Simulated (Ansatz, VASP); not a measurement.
# Bi in VASP and in Ansatz

```xyz
2
Lattice="2.2354 1.2906 4.1454 -2.2354 1.2906 4.1454 0.0000 -2.5813 4.1454" Properties=species:S:1:pos:R:3 pbc="T T T"
Bi    0.0000    0.0000    2.8297
Bi    0.0000    0.0000    9.6064
```

Alike in both runs: task single point; functional r2SCAN; k mesh 6 × 6 × 6; occupations gaussian, width 0.1 eV; no spin polarisation.

```csv
,VASP,Ansatz
version,VASP 6.6.1,Ansatz 0.2.0
potentials or method,"VASP PAW PBE potentials, release 64 (Bi_d), cutoff 520 eV","scalar-relativistic, plane waves, PAW"
valence electrons in the cell,30,30
```

```csv
,VASP,Ansatz,Ansatz less VASP
pressure (GPa),2.5,2.5,+0.04
"traceless stress, the component that is largest in VASP (GPa)",-0.38,-0.37,+0.005
rms of the force components (eV/Å),0.375,0.368,-0.0077
```

VASP's potentials were made for PBE, not for r2SCAN. Atom by atom the forces differ by 0.008 eV/Å (rms over components).

Spin-orbit coupling is off throughout.
